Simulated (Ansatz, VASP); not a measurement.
# One calculation of TaH3Br, two programs

```
Ta H Br
1.0
     3.80856    0.00000    0.00000
     0.00000    3.80856    0.00000
     0.00000    0.00000    3.80859
Ta H Br
1 3 1
Direct
  0.00000 0.00000 0.00000
  0.00000 0.00000 0.50000
  0.00000 0.50000 0.00000
  0.50000 0.00000 0.00000
  0.50000 0.50000 0.50000
```

Change from the starting cell: species swapped into the KCrF3 type (P4/mmm, No. 123).

Alike in both runs: functional PBE; k mesh 4 × 4 × 4; occupations gaussian, width 0.1 eV; collinear spin.

Ansatz relaxed the structure, and its values are those at the end. VASP's run is a single point on that final structure, the one shown.

|  | VASP | Ansatz |
| --- | --- | --- |
| version | VASP 6.6.1 | Ansatz 0.2.0 |
| potentials or method | VASP PAW PBE potentials, release 64 (Ta_pv, H, Br), cutoff 520 eV | scalar-relativistic, plane waves, PAW |
| valence electrons in the cell | 21 | 23 |

|  | VASP | Ansatz | Ansatz less VASP |
| --- | --- | --- | --- |
| gap on the k mesh at the Fermi level (eV) | none | none | - |
| pressure (GPa) | -0.1 | -0.1 | +0.07 |
| net moment per atom (μB) | 0.01 | 0.13 | +0.116 |
| size of the moment on the site where the two differ most (μB) | 0.06 | 0.24 | +0.180 |

The net moments are unlike, so the other rows may belong to different states. Site moments also hang on the region over which each program counts them. A gap of «none» marks a metal or a gap that the smearing closes. VASP's potentials hold 21 valence electrons a cell and Ansatz's 23, so a difference there can come from the potentials and not from the codes.

The k mesh is coarse, so the values compare programs but aren't converged. Neither program's run includes spin-orbit coupling.
